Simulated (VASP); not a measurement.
# Al (P6_3/mmc) in VASP: a series of runs

Runs on Al. Level: PBEsol. Tasks: single point.

All numbers are computed with VASP 6.6.1; they aren't measurements. Logs are shortened: lines on timing, memory, paths and dates and some standing lists are left out, and cuts for length are marked.

### Step 1. The cell of the first run

The structure is hexagonal, space group P6_3/mmc (No. 194). Conventional cell: a = 2.680 Å, b = 2.680 Å, c = 8.807 Å, α = 90.00°, β = 90.00°, γ = 120.00°. Al (site symmetry -3m) has 12 Al at 2.68 to 2.69 Å within 3.5 Å. Al (site symmetry -6m2) has 12 Al at 2.68 to 2.69 Å within 3.5 Å.

### Step 2. Single point, PBEsol

File INCAR:

```
SYSTEM = Al
PREC = Accurate ; ENCUT = 520
EDIFF = 1E-7 ; ISMEAR = 1
SIGMA = 0.1 ; LREAL = .False.
LASPH = .True. ; NELM = 100
ALGO = Normal ; ISIF = 2
LWAVE = .False. ; LCHARG = .True.
GGA = PS ; LELF = .True.
LVHAR = .True. ; NBANDS = 14
```

File KPOINTS:

```
regular mesh
0
Gamma
  9 9 3
  0 0 0
```

File POSCAR:

```
Al
1.0
    2.6796731589      0.0000002736      0.0000000000
   -1.3398368164      2.3206648926      0.0000000000
    0.0000000000      0.0000000000      8.8065642377
Al
4
Direct
    0.0000000000      0.0000000000      0.0000000000
    0.3333333333      0.6666666667      0.2500000000
    0.0000000000      0.0000000000      0.5000000000
    0.6666666667      0.3333333333      0.7500000000
```

Potentials or basis: VASP PAW PBE potentials, release 64 (Al).

Started as:

```console
cat potpaw_PBE.64/Al/POTCAR > POTCAR
mpirun -np 1 vasp_std > vasp.out
```

OUTCAR:

```text
SYSTEM = Al
   PREC = Accurate
   ENCUT = 520
   EDIFF = 1E-7
   ISMEAR = 1
   LREAL = .False.
   LASPH = .True.
   NELM = 100
   ISIF = 2
   GGA = PS

 ion  position               nearest neighbor table
   1  0.000  0.000  0.000-   2 2.69   4 2.69   2 2.69   4 2.69   4 2.69   2 2.69
   2  0.333  0.667  0.250-   1 2.69   3 2.69   1 2.69   3 2.69   1 2.69   3 2.69
   3  0.000  0.000  0.500-   2 2.69   4 2.69   2 2.69   4 2.69   4 2.69   2 2.69
   4  0.667  0.333  0.750-   1 2.69   3 2.69   1 2.69   3 2.69   1 2.69   3 2.69

  LATTYP: Found a hexagonal cell.
 ALAT       =     2.6796731589
 C/A-ratio  =     3.2864322309

  Lattice vectors:

 A1 = (   2.6796731589,   0.0000002736,   0.0000000000)
 A2 = (  -1.3398368164,   2.3206648926,   0.0000000000)
 A3 = (   0.0000000000,   0.0000000000,   8.8065642377)

Analysis of symmetry for initial positions (statically):
=====================================================================
 Subroutine PRICEL returns:
 Original cell was already a primitive cell.

 Routine SETGRP: Setting up the symmetry group for a
 hexagonal supercell.

 Subroutine GETGRP returns: Found 24 space group operations
 (whereof 12 operations were pure point group operations)
 out of a pool of 24 trial point group operations.

The static configuration has the point symmetry D_3d.
 The point group associated with its full space group is D_6h.

Analysis of symmetry for dynamics (positions and initial velocities):
=====================================================================
 Subroutine PRICEL returns:
 Original cell was already a primitive cell.

 Routine SETGRP: Setting up the symmetry group for a
 hexagonal supercell.

 Subroutine GETGRP returns: Found 24 space group operations
 (whereof 12 operations were pure point group operations)
 out of a pool of 24 trial point group operations.

The dynamic configuration has the point symmetry D_3d.
 The point group associated with its full space group is D_6h.

 Subroutine INISYM returns: Found 24 space group operations
 (whereof 12 operations are pure point group operations),
 and found     1 'primitive' translations

----------------------------------------------------------------------------------------

                                     Primitive cell

  volume of cell :      54.7647

  direct lattice vectors                    reciprocal lattice vectors
     2.679673159  0.000000274  0.000000000     0.373179818  0.215455519  0.000000000
    -1.339836816  2.320664893  0.000000000    -0.000000044  0.430910962  0.000000000
     0.000000000  0.000000000  8.806564238     0.000000000  0.000000000  0.113551661

  length of vectors
     2.679673159  2.679673159  8.806564238     0.430910962  0.430910962  0.113551661

  position of ions in fractional coordinates (direct lattice)
     0.000000000  0.000000000  0.000000000
     0.333333333  0.666666667  0.250000000
     0.000000000  0.000000000  0.500000000
     0.666666667  0.333333333  0.750000000

  ion indices of the primitive-cell ions
   primitive index   ion index
                 1           1
                 2           2
                 3           3
                 4           4

----------------------------------------------------------------------------------------

 KPOINTS: regular mesh

Automatic generation of k-mesh.
 Grid dimensions read from file:
 generate k-points for:    9    9    3

 Generating k-lattice:

  Cartesian coordinates                     Fractional coordinates (reciprocal lattice)
     0.041464424  0.023939502  0.000000000     0.111111111 -0.000000000  0.000000000
    -0.000000005  0.047878996  0.000000000     0.000000000  0.111111111  0.000000000
     0.000000000  0.000000000  0.037850554     0.000000000  0.000000000  0.333333333

  Length of vectors
     0.047878996  0.047878996  0.037850554

  Shift w.r.t. Gamma in fractional coordinates (k-lattice)
     0.000000000  0.000000000  0.000000000

 Subroutine IBZKPT returns following result:
 ===========================================

 Found     24 irreducible k-points:

 Following reciprocal coordinates:
            Coordinates               Weight
  0.000000  0.000000  0.000000      1.000000
  0.111111  0.000000  0.000000      6.000000
  0.222222  0.000000  0.000000      6.000000
  0.333333  0.000000  0.000000      6.000000
  0.444444  0.000000  0.000000      6.000000
  0.111111  0.111111  0.000000      6.000000
[... 16 lines left out ...]
  0.333333  0.222222  0.333333     24.000000
  0.333333  0.333333  0.333333      4.000000
   k-points           NKPTS =     24   k-points in BZ     NKDIM =     24   number of bands    NBANDS=     14
   number of dos      NEDOS =    301   number of ions     NIONS =      4
   total plane-waves  NPLWV =  28000
   dimension x,y,z NGX =    20 NGY =   20 NGZ =   70
   dimension x,y,z NGXF=    40 NGYF=   40 NGZF=  140
   ions per type =               4
   NGX,Y,Z   is equivalent  to a cutoff of  12.41, 12.41, 13.21 a.u.
   NGXF,Y,Z  is equivalent  to a cutoff of  24.82, 24.82, 26.43 a.u.
 SYSTEM =  Al
   PREC   = accura    normal or accurate (medium, high low for compatibility)
   ISTART =      0    job   : 0-new  1-cont  2-samecut
   ICHARG =      2    charge: 1-file 2-atom 10-const
   ISPIN  =      1    spin polarized calculation?
   LNONCOLLINEAR =      F non collinear calculations
   LSORBIT =      F    spin-orbit coupling
   LASPH  =      T    aspherical Exc in radial PAW
   ENCUT  =  520.0 eV  38.22 Ry    6.18 a.u.   4.98  4.98 16.37*2*pi/ulx,y,z
   NELM   =    100;   NELMIN=  2; NELMDL= -5     # of ELM steps
   EDIFF  = 0.1E-06   stopping-criterion for ELM
   LREAL  =      F    real-space projection
   EDIFFG = 0.1E-05   stopping-criterion for IOM
   NSW    =      0    number of steps for IOM
   IBRION =     -1    ionic relax: 0-MD 1-quasi-New 2-CG
   NFREE  =      0    steps in history (QN), initial steepest desc. (CG)
   ISIF   =      2    stress and relaxation
   ISYM   =      2    0-nonsym 1-usesym 2-fastsym
   POTIM  = 0.5000    time-step for ionic-motion
   TEBEG  =    0.0;   TEEND  =   0.0 temperature during run
   PSTRESS=    0.0 pullay stress
   NELECT =      12.0000    total number of electrons
   NUPDOWN=      -1.0000    fix difference up-down
   EMIN   =  10.00;   EMAX   =-10.00  energy-range for DOS
   EFERMI =   0.00;   METHOD = LEGACY
   ISMEAR =     1;   SIGMA  =   0.10  broadening in eV -4-tet -1-fermi 0-gaus
   EFERMI_NEDOS =   21; number of points for ismear=-14 and -15
   IALGO  =     38    algorithm
   IMIX   =      4    mixing-type and parameters
     AMIX     =   0.40;   BMIX     =  1.00
     AMIX_MAG =   1.60;   BMIX_MAG =  1.00
  volume/ion in A,a.u.               =      13.69        92.39
  Fermi-wavevector in a.u.,A,eV,Ry     =   0.986965  1.865093 13.253428  0.974099
  Thomas-Fermi vector in A             =   2.118384
   LORBIT       =      0    0 simple, 1 ext, 2 COOP (PROOUT), +10 PAW based schemes
   GGA     = PS    functional components
   LHFCALC =     F    Hartree Fock is set to
   AEXX    =    0.0000 exact exchange contribution
   IVDW    =     0    specifies the selected vdW correction
   LEPSILON=     F    determine dielectric tensor
   LRPA    =     F    only Hartree local field effects (RPA)
 non-spin polarized calculation
 Methfessel and Paxton  Order N= 1 SIGMA  =   0.10
  energy-cutoff  :      520.00
  volume of cell :       54.76
 maximum number of plane-waves:      1494
 NGX is ok and might be reduce to    20
   NGX =  9   NGY =  9   NGZ = 33

 number of electron      12.0000000 magnetization

 Free energy of the ion-electron system (eV)
  ---------------------------------------------------
  ext. energy  EPLUGINS =         0.00000000
  ---------------------------------------------------
  free energy    TOTEN  =       -15.76368746 eV

  energy without entropy =      -15.76334286  energy(sigma->0) =      -15.76357259

 E-fermi :   9.9331     XC(G=0): -10.9585

 val. band max:        9.8917043264   @ k =   0.3333   0.2222   0.3333
 cond. band min:      10.0225559681   @ k =   0.2222   0.2222   0.3333
 fundamental gap:      0.1308516418
 Fermi energy:         9.9331041743

 k-point     1 :       0.0000    0.0000    0.0000
  band No.  band energies     occupation
      1      -2.4464      2.00000
      2      -0.5651      2.00000
      3      -0.5468      2.00000
      4       4.6368      2.00000
      5       5.3032      2.00000
      6      13.7221      0.00000
      7      13.7395      0.00000
      8      22.1787      0.00000
      9      22.1787      0.00000
     10      22.2552      0.00000
     11      22.2552      0.00000
     12      23.1175      0.00000
     13      23.1219      0.00000
     14      23.1233      0.00000

 k-point     2 :       0.1111    0.0000    0.0000
  band No.  band energies     occupation
      1      -2.1081      2.00000
      2      -0.2323      2.00000
      3      -0.2140      2.00000
      4       4.9454      2.00000
      5       5.6261      2.00000
      6      13.9590      0.00000
      7      13.9975      0.00000
      8      18.0848      0.00000
      9      19.4469      0.00000
     10      19.5921      0.00000
     11      20.0328      0.00000
     12      21.4241      0.00000
     13      21.5365      0.00000
     14      21.5624      0.00000

 k-point     3 :       0.2222    0.0000    0.0000
  band No.  band energies     occupation
      1      -1.0992      2.00000
      2       0.7597      2.00000
      3       0.7784      2.00000
      4       5.8718      2.00000
      5       6.5649      2.00000
      6      13.2158      0.00000
      7      14.2672      0.00000
      8      14.9144      0.00000
      9      15.3721      0.00000
     10      15.7824      0.00000
     11      18.3781      0.00000
     12      18.9326      0.00000
     13      19.7999      0.00000
     14      19.9437      0.00000

 k-point     4 :       0.3333    0.0000    0.0000
  band No.  band energies     occupation
      1       0.5624      2.00000
      2       2.3909      2.00000
      3       2.4112      2.00000
      4       7.4122      2.00000
      5       7.8001      2.00000
      6       9.6651      2.00100
      7      11.0201     -0.00000
      8      11.1867     -0.00000
      9      15.8416      0.00000
     10      16.0075      0.00000
     11      16.3485      0.00000
     12      16.4036      0.00000
     13      17.2779      0.00000
     14      18.8323      0.00000

 k-point     5 :       0.4444    0.0000    0.0000
  band No.  band energies     occupation
      1       2.8447      2.00000
      2       4.5893      2.00000
      3       4.6242      2.00000
      4       5.7074      2.00000
      5       7.5676      2.00000
      6       7.6228      2.00000
      7       9.6358      2.00022
      8      10.6825     -0.00000
      9      12.4364      0.00000
     10      13.1919      0.00000
     11      16.7293      0.00000
[... 276 lines left out ...]
 k-point    22 :       0.2222    0.2222    0.3333
  band No.  band energies     occupation
      1       1.7514      2.00000
      2       2.3606      2.00000
      3       4.7512      2.00000
      4       6.4772      2.00000
      5      10.0226     -0.02087
      6      10.2184     -0.00041
      7      10.6164     -0.00000
      8      10.8961     -0.00000
      9      12.0510      0.00000
     10      13.2239      0.00000
     11      13.8801      0.00000
     12      14.8716      0.00000
     13      15.3780      0.00000
     14      15.5359      0.00000

 k-point    23 :       0.3333    0.2222    0.3333
  band No.  band energies     occupation
      1       4.0051      2.00000
      2       4.5914      2.00000
      3       6.6445      2.00000
      4       6.8086      2.00000
      5       7.7538      2.00000
      6       8.6199      2.00000
      7       9.4651      2.00000
      8       9.8917      1.63856
      9      10.8223     -0.00000
     10      11.7195     -0.00000
     11      13.0646      0.00000
     12      14.0901      0.00000
     13      14.7515      0.00000
     14      16.3888      0.00000

 k-point    24 :       0.3333    0.3333    0.3333
  band No.  band energies     occupation
      1       6.4659      2.00000
      2       6.4659      2.00000
      3       6.4892      2.00000
      4       6.9331      2.00000
      5       7.1048      2.00000
      6       7.1048      2.00000
      7       9.3951      2.00000
      8       9.3951      2.00000
      9      10.1509     -0.00863
     10      11.5859     -0.00000
     11      11.8173     -0.00000
     12      11.8173     -0.00000
     13      16.1382      0.00000
     14      16.1382      0.00000

------------------------ aborting loop because EDIFF is reached ----------------------------------------

  FORCE on cell =-STRESS in cart. coord.  units (eV):
  Direction    XX          YY          ZZ          XY          YZ          ZX
  --------------------------------------------------------------------------------------
  -------------------------------------------------------------------------------------
  Total        6.8992562      6.8992562      6.8678502     -0.0000000      0.0000000      0.0000000
  in kB      201.8422416    201.8422416    200.9234412     -0.0000000      0.0000000      0.0000000
  external PRESSURE =     201.5359748 kB  Pullay stress =       0.0000000 kB

 VOLUME and BASIS-vectors are now :
 -----------------------------------------------------------------------------
  energy-cutoff  :      520.00
  volume of cell :       54.76
      direct lattice vectors                 reciprocal lattice vectors
     2.679673159  0.000000274  0.000000000     0.373179818  0.215455519  0.000000000
    -1.339836816  2.320664893  0.000000000    -0.000000044  0.430910962  0.000000000
     0.000000000  0.000000000  8.806564238     0.000000000  0.000000000  0.113551661

 POSITION                                       TOTAL-FORCE (eV/Angst)
 -----------------------------------------------------------------------------------
      0.00000      0.00000      0.00000         0.000000      0.000000     -0.000000
     -0.00000      1.54711      2.20164        -0.000000     -0.000000      0.000000
      0.00000      0.00000      4.40328         0.000000      0.000000     -0.000000
      1.33984      0.77356      6.60492         0.000000     -0.000000     -0.000000
 -----------------------------------------------------------------------------------
    total drift:                               -0.000000      0.000000     -0.000000

  FREE ENERGIE OF THE ION-ELECTRON SYSTEM (eV)
  ---------------------------------------------------
  free  energy   TOTEN  =       -15.7636874598 eV

  energy  without entropy=      -15.7633428626  energy(sigma->0) =      -15.76357259
```

Run time: 7.7 s. Hardware: 1 thread of Intel Xeon 6975P-C (Granite Rapids), shared host; peak memory 0.16 GiB.

What came out:

| Property | Result |
| --- | --- |
| Free energy | -15.7637 eV |
| Pressure | 20.2 GPa |
| Band gap on the k mesh | zero (band 6 reaches 14.20 eV, above the bottom of band 7 at 8.61 eV) |

Levels at points of the mesh, in eV from the Fermi level:
| k point | band 2 | band 3 | band 4 | band 5 | band 6 | band 7 | band 8 | band 9 |
| --- | --- | --- | --- | --- | --- | --- | --- | --- |
| (0.00, 0.00, 0.00) | -10.50 | -10.48 | -5.30 | -4.63 | 3.79 | 3.81 | 12.25 | 12.25 |

Caveat: the PAW data sets were made with another functional, which shifts forces and pressure a little.

(Part 1 of 2 ends here.)
